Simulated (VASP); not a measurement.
Set up this calculation in VASP 6.6.1, as the native input.

- Task: single point
- Functional: LDA
- Potentials or basis: VASP PAW LDA potentials, release 64 (Ti_sv)
- Cutoff: 520 eV
- k mesh: 20 × 20 × 20
- Occupations: gaussian, width 0.15 eV
- Spin: no spin polarisation
- Dipole correction: no
- Further INCAR settings: ALGO = Normal; EDIFF = 1e-07; NBANDS = 12

The structure of Ti lies in POSCAR:

```
Ti
1.0
    0.0000000000      2.0005340298      2.0005340298
    1.8955059932      0.0000000000      2.0005340298
    1.8955059932      2.0005340298      0.0000000000
Ti
1
Direct
    0.0000000000      0.0000000000      0.0000000000
```

This cell differs from its parent crystal: normal strain along x -0.0525, normal strain along y +0.0000.

The input as run:

INCAR

```
  PREC = Accurate
  ENCUT = 520
  EDIFF = 1E-7
  ISMEAR = 0
  SIGMA = 0.15
  LREAL = False
  LASPH = True
  NELM = 100
  ALGO = Normal
  ISIF = 2
  LWAVE = False
  LCHARG = False
  GGA = CA
  NBANDS = 12
```

KPOINTS

```
regular mesh
0
Gamma
  20 20 20
```

Potentials or basis: VASP PAW LDA potentials, release 64 (Ti_sv).

Run with:

```sh
$ cat potpaw_LDA.64/Ti_sv/POTCAR > POTCAR
$ mpirun -np 1 vasp_std > vasp.out
```

Results of the run:

```yaml
Pressure: 7.0 GPa
Band_gap_on_the_k_mesh: zero (bands 6 and 7 overlap by 1.37 eV)
```

Caveat: the cell differs from its parent crystal (normal strain along x -0.0525, normal strain along y +0.0000); the cell stands under pressure.

Wall time 82 s on 1 thread of AMD EPYC 9R45 (Zen 5) (shared host), peak memory 0.18 GiB.
